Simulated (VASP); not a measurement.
# Cu3Ni2 (R-3m) in VASP: single point with PBE

Aim: the single point of Cu3Ni2 with PBE.

Program: VASP 6.6.1. These are calculated values, not measurements. Logs are shortened: lines on timing, memory, paths and dates and some standing lists are left out, and cuts for length are marked.

**1. The cell of the first run**

The structure is trigonal, space group R-3m (No. 166). Conventional cell: a = 2.547 Å, b = 2.547 Å, c = 31.195 Å, α = 90.00°, β = 90.00°, γ = 120.00°. Cu (site symmetry 3m) has 9 Cu at 2.55 Å and 3 Ni at 2.55 Å within 3.4 Å. Within 3.4 Å of Cu (site symmetry -3m) lie 12 Cu at 2.55 Å. Within 3.4 Å of Ni (site symmetry 3m) lie 9 Ni at 2.55 Å and 3 Cu at 2.55 Å.

**2. Single point, PBE, collinear spin, ferromagnetic start**

INCAR reads:

```
PREC = Accurate ; ENCUT = 520
EDIFF = 1E-7 ; ISMEAR = 0
SIGMA = 0.1 ; LREAL = False
LASPH = True ; NELM = 150
ALGO = Normal ; ISIF = 2
LWAVE = False ; LCHARG = True
ISPIN = 2 ; MAGMOM = 0 0 0 2 2
LORBIT = 11 ; LMAXMIX = 4
GGA = PE ; LELF = True
LVHAR = True ; NBANDS = 38
```

KPOINTS reads:

```
Automatic mesh
0
Gamma
  6 6 6
```

POSCAR reads:

```
Cu3Ni2
1.0
    1.2735435300      0.7352807000     10.3984393800
   -1.2735435300      0.7352807000     10.3984393800
    0.0000000000     -1.4705614000     10.3984393800
Cu Ni
3 2
Direct
    0.1000000000      0.1000000000      0.1000000000
    0.9000000000      0.9000000000      0.9000000000
    0.5000000000      0.5000000000      0.5000000000
    0.7000000000      0.7000000000      0.7000000000
    0.3000000000      0.3000000000      0.3000000000
```

Potentials or basis: VASP PAW PBE potentials, release 64 (Cu, Ni).

Run with:

```console
cat potpaw_PBE.64/Cu/POTCAR potpaw_PBE.64/Ni/POTCAR > POTCAR
mpirun -np 1 vasp_std > vasp.out
```

OUTCAR:

```text
PREC = Accurate
   ENCUT = 520
   EDIFF = 1E-7
   ISMEAR = 0
   LREAL = False
   LASPH = True
   NELM = 150
   ISIF = 2
   ISPIN = 2
   LORBIT = 11
   GGA = PE

 ion  position               nearest neighbor table
   1  0.100  0.100  0.100-   4 2.55   4 2.55   3 2.55   3 2.55   4 2.55   3 2.55
   2  0.900  0.900  0.900-   3 2.55   3 2.55   5 2.55   5 2.55   3 2.55   5 2.55
   3  0.500  0.500  0.500-   1 2.55   1 2.55   2 2.55   2 2.55   1 2.55   2 2.55
   4  0.700  0.700  0.700-   1 2.55   1 2.55   5 2.55   5 2.55   1 2.55   5 2.55
   5  0.300  0.300  0.300-   2 2.55   2 2.55   4 2.55   4 2.55   2 2.55   4 2.55

  LATTYP: Found a trigonal (rhomboedric) cell.
 ALAT       =    10.5019089869
 COS(alpha) =     0.9705882353

  Lattice vectors:

 A1 = (   1.2735435300,   0.7352807000,  10.3984393800)
 A2 = (  -1.2735435300,   0.7352807000,  10.3984393800)
 A3 = (   0.0000000000,  -1.4705614000,  10.3984393800)

Analysis of symmetry for initial positions (statically):
=====================================================================
 Subroutine PRICEL returns:
 Original cell was already a primitive cell.

 Routine SETGRP: Setting up the symmetry group for a
 trigonal (rhombohedral) supercell.

 Subroutine GETGRP returns: Found 12 space group operations
 (whereof 12 operations were pure point group operations)
 out of a pool of 12 trial point group operations.

The static configuration has the point symmetry D_3d.

Analysis of symmetry for dynamics (positions and initial velocities):
=====================================================================
 Subroutine PRICEL returns:
 Original cell was already a primitive cell.

 Routine SETGRP: Setting up the symmetry group for a
 trigonal (rhombohedral) supercell.

 Subroutine GETGRP returns: Found 12 space group operations
 (whereof 12 operations were pure point group operations)
 out of a pool of 12 trial point group operations.

The dynamic configuration has the point symmetry D_3d.

Analysis of structural, dynamic, and magnetic symmetry:
=====================================================================
 Subroutine PRICEL returns:
 Original cell was already a primitive cell.

 Routine SETGRP: Setting up the symmetry group for a
 trigonal (rhombohedral) supercell.

 Subroutine GETGRP returns: Found 12 space group operations
 (whereof 12 operations were pure point group operations)
 out of a pool of 12 trial point group operations.

The overall configuration has the point symmetry D_3d.

 Subroutine INISYM returns: Found 12 space group operations
 (whereof 12 operations are pure point group operations),
 and found     1 'primitive' translations

----------------------------------------------------------------------------------------

                                     Primitive cell

  volume of cell :      58.4233

  direct lattice vectors                    reciprocal lattice vectors
     1.273543530  0.735280700 10.398439380     0.392605347  0.226670803  0.032056092
    -1.273543530  0.735280700 10.398439380    -0.392605347  0.226670803  0.032056092
     0.000000000 -1.470561400 10.398439380     0.000000000 -0.453341606  0.032056092

  length of vectors
    10.501908987 10.501908987 10.501908987     0.454473547  0.454473547  0.454473547

  position of ions in fractional coordinates (direct lattice)
     0.100000000  0.100000000  0.100000000
     0.900000000  0.900000000  0.900000000
     0.500000000  0.500000000  0.500000000
     0.700000000  0.700000000  0.700000000
     0.300000000  0.300000000  0.300000000

  ion indices of the primitive-cell ions
   primitive index   ion index
                 1           1
                 2           2
                 3           3
                 4           4
                 5           5

----------------------------------------------------------------------------------------

 KPOINTS: Automatic mesh

Automatic generation of k-mesh.
 Grid dimensions read from file:
 generate k-points for:    6    6    6

 Generating k-lattice:

  Cartesian coordinates                     Fractional coordinates (reciprocal lattice)
     0.065434225  0.037778467  0.005342682     0.166666667  0.000000000  0.000000000
    -0.065434225  0.037778467  0.005342682     0.000000000  0.166666667  0.000000000
     0.000000000 -0.075556934  0.005342682     0.000000000  0.000000000  0.166666667

  Length of vectors
     0.075745591  0.075745591  0.075745591

  Shift w.r.t. Gamma in fractional coordinates (k-lattice)
     0.000000000  0.000000000  0.000000000

 Subroutine IBZKPT returns following result:
 ===========================================

 Found     32 irreducible k-points:

 Following reciprocal coordinates:
            Coordinates               Weight
  0.000000  0.000000  0.000000      1.000000
  0.166667 -0.000000  0.000000      6.000000
  0.333333 -0.000000  0.000000      6.000000
  0.500000 -0.000000  0.000000      3.000000
  0.166667  0.166667  0.000000      6.000000
  0.333333  0.166667  0.000000     12.000000
[... 16 lines left out ...]
  0.500000  0.500000  0.166667      6.000000
 -0.333333  0.500000  0.166667     12.000000
 [... further k-points ...]
   k-points           NKPTS =     32   k-points in BZ     NKDIM =     32   number of bands    NBANDS=     38
   number of dos      NEDOS =    301   number of ions     NIONS =      5
   total plane-waves  NPLWV = 512000
   dimension x,y,z NGX =    80 NGY =   80 NGZ =   80
   dimension x,y,z NGXF=   160 NGYF=  160 NGZF=  160
   ions per type =               3   2
   NGX,Y,Z   is equivalent  to a cutoff of  12.66, 12.66, 12.66 a.u.
   NGXF,Y,Z  is equivalent  to a cutoff of  25.33, 25.33, 25.33 a.u.
 SYSTEM =  unknown system
   PREC   = accura    normal or accurate (medium, high low for compatibility)
   ISTART =      0    job   : 0-new  1-cont  2-samecut
   ICHARG =      2    charge: 1-file 2-atom 10-const
   ISPIN  =      2    spin polarized calculation?
   LNONCOLLINEAR =      F non collinear calculations
   LSORBIT =      F    spin-orbit coupling
   LASPH  =      T    aspherical Exc in radial PAW
   ENCUT  =  520.0 eV  38.22 Ry    6.18 a.u.  19.53 19.53 19.53*2*pi/ulx,y,z
   NELM   =    150;   NELMIN=  2; NELMDL= -5     # of ELM steps
   EDIFF  = 0.1E-06   stopping-criterion for ELM
   LREAL  =      F    real-space projection
   EDIFFG = 0.1E-05   stopping-criterion for IOM
   NSW    =      0    number of steps for IOM
   IBRION =     -1    ionic relax: 0-MD 1-quasi-New 2-CG
   NFREE  =      0    steps in history (QN), initial steepest desc. (CG)
   ISIF   =      2    stress and relaxation
   ISYM   =      2    0-nonsym 1-usesym 2-fastsym
   POTIM  = 0.5000    time-step for ionic-motion
   TEBEG  =    0.0;   TEEND  =   0.0 temperature during run
   PSTRESS=    0.0 pullay stress
   NELECT =      53.0000    total number of electrons
   NUPDOWN=      -1.0000    fix difference up-down
   EMIN   =  10.00;   EMAX   =-10.00  energy-range for DOS
   EFERMI =   0.00;   METHOD = LEGACY
   ISMEAR =     0;   SIGMA  =   0.10  broadening in eV -4-tet -1-fermi 0-gaus
   EFERMI_NEDOS =   21; number of points for ismear=-14 and -15
   IALGO  =     38    algorithm
   IMIX   =      4    mixing-type and parameters
     AMIX     =   0.40;   BMIX     =  1.00
     AMIX_MAG =   1.60;   BMIX_MAG =  1.00
  volume/ion in A,a.u.               =      11.68        78.85
  Fermi-wavevector in a.u.,A,eV,Ry     =   1.584789  2.994816 34.171778  2.511555
  Thomas-Fermi vector in A             =   2.684353
   LORBIT       =     11    0 simple, 1 ext, 2 COOP (PROOUT), +10 PAW based schemes
   GGA     = PE    functional components
   LHFCALC =     F    Hartree Fock is set to
   AEXX    =    0.0000 exact exchange contribution
   IVDW    =     0    specifies the selected vdW correction
   LEPSILON=     F    determine dielectric tensor
   LRPA    =     F    only Hartree local field effects (RPA)
 spin polarized calculation
 Gauss-broadening in eV      SIGMA  =   0.10
  energy-cutoff  :      520.00
  volume of cell :       58.42
 maximum number of plane-waves:      1596
 NGX is ok and might be reduce to    80
   NGX = 39   NGY = 39   NGZ = 39

 number of electron      53.0000005 magnetization       0.6452053

 Free energy of the ion-electron system (eV)
  ---------------------------------------------------
  ext. energy  EPLUGINS =         0.00000000
  ---------------------------------------------------
  free energy    TOTEN  =       -21.98952010 eV

  energy without entropy =      -21.95636135  energy(sigma->0) =      -21.97294073

 E-fermi :   7.8928     XC(G=0): -12.8070

 val. band max:        7.8773056086   @ k =   0.1667  -0.0000   0.0000
 cond. band min:       7.8998092029   @ k =  -0.3333  -0.3333   0.1667
 fundamental gap:      0.0225035944
 Fermi energy:         7.8927858595

 spin component 1

 k-point     1 :       0.0000    0.0000    0.0000
  band No.  band energies     occupation
      1      -1.2170      1.00000
      2       0.2383      1.00000
      3       0.5183      1.00000
      4       2.6666      1.00000
      5       3.2052      1.00000
      6       4.7191      1.00000
[... 973 lines left out ...]
     37      18.7677      0.00000
     38      19.0173      0.00000

 [... further k-points ...]

 spin component 2

 k-point     1 :       0.0000    0.0000    0.0000
  band No.  band energies     occupation
      1      -1.2406      1.00000
      2       0.2094      1.00000
      3       0.4964      1.00000
      4       2.6475      1.00000
      5       3.2550      1.00000
      6       4.7045      1.00000
[... 973 lines left out ...]
     37      18.7793      0.00000
     38      19.0490      0.00000

 [... further k-points ...]

------------------------ aborting loop because EDIFF is reached ----------------------------------------

  FORCE on cell =-STRESS in cart. coord.  units (eV):
  Direction    XX          YY          ZZ          XY          YZ          ZX
  --------------------------------------------------------------------------------------
  -------------------------------------------------------------------------------------
  Total       -1.0625455     -1.0625455     -0.9696806      0.0000000      0.0000000      0.0000000
  in kB      -29.1388056    -29.1388056    -26.5921183      0.0000000      0.0000000      0.0000000
  external PRESSURE =     -28.2899098 kB  Pullay stress =       0.0000000 kB

 VOLUME and BASIS-vectors are now :
 -----------------------------------------------------------------------------
  energy-cutoff  :      520.00
  volume of cell :       58.42
      direct lattice vectors                 reciprocal lattice vectors
     1.273543530  0.735280700 10.398439380     0.392605347  0.226670803  0.032056092
    -1.273543530  0.735280700 10.398439380    -0.392605347  0.226670803  0.032056092
     0.000000000 -1.470561400 10.398439380     0.000000000 -0.453341606  0.032056092

 POSITION                                       TOTAL-FORCE (eV/Angst)
 -----------------------------------------------------------------------------------
      0.00000      0.00000      3.11953         0.000000     -0.000000     -0.267870
      0.00000      0.00000     28.07579         0.000000     -0.000000      0.267870
      0.00000      0.00000     15.59766         0.000000     -0.000000      0.000000
      0.00000      0.00000     21.83672         0.000000      0.000000     -0.266424
      0.00000      0.00000      9.35860         0.000000      0.000000      0.266424
 -----------------------------------------------------------------------------------
    total drift:                                0.000000     -0.000000     -0.000000

  FREE ENERGIE OF THE ION-ELECTRON SYSTEM (eV)
  ---------------------------------------------------
  free  energy   TOTEN  =       -21.9895201048 eV

  energy  without entropy=      -21.9563613471  energy(sigma->0) =      -21.97294073

 total charge

# of ion       s       p       d       tot
------------------------------------------
    1        0.448   0.394   9.165  10.007
    2        0.448   0.394   9.165  10.007
    3        0.450   0.389   9.172  10.010
    4        0.463   0.429   8.315   9.206
    5        0.463   0.429   8.315   9.206
--------------------------------------------------
tot          2.272   2.034  44.130  48.436

 magnetization (x)

# of ion       s       p       d       tot
------------------------------------------
    1       -0.004  -0.008  -0.007  -0.018
    2       -0.004  -0.008  -0.007  -0.018
    3       -0.003  -0.004  -0.014  -0.020
    4       -0.003  -0.013   0.387   0.371
    5       -0.003  -0.013   0.387   0.371
--------------------------------------------------
tot         -0.019  -0.044   0.748   0.685
```

Run time: 28 min. Hardware: 1 thread of AMD EPYC 9R45 (Zen 5), shared host; peak memory 1.3 GiB.

Results:

| Property | Result |
| --- | --- |
| Free energy | -21.9895 eV |
| Pressure | -2.8 GPa |
| Largest force | 0.268 eV/Å |
| Net moment | 0.65 μB per cell |
| Site moments | Cu -0.02; Ni +0.37 μB |
| Valence electrons inside the program's atomic spheres | Cu 10.01; Ni 9.21 |

Forces on the atoms (eV/Å):
```
Cu   0.000  0.000 -0.268
Cu   0.000  0.000  0.268
Cu   0.000  0.000  0.000
Ni   0.000  0.000 -0.266
Ni   0.000  0.000  0.266
```

Caveat: the k points lie up to 0.48 Å⁻¹ apart.
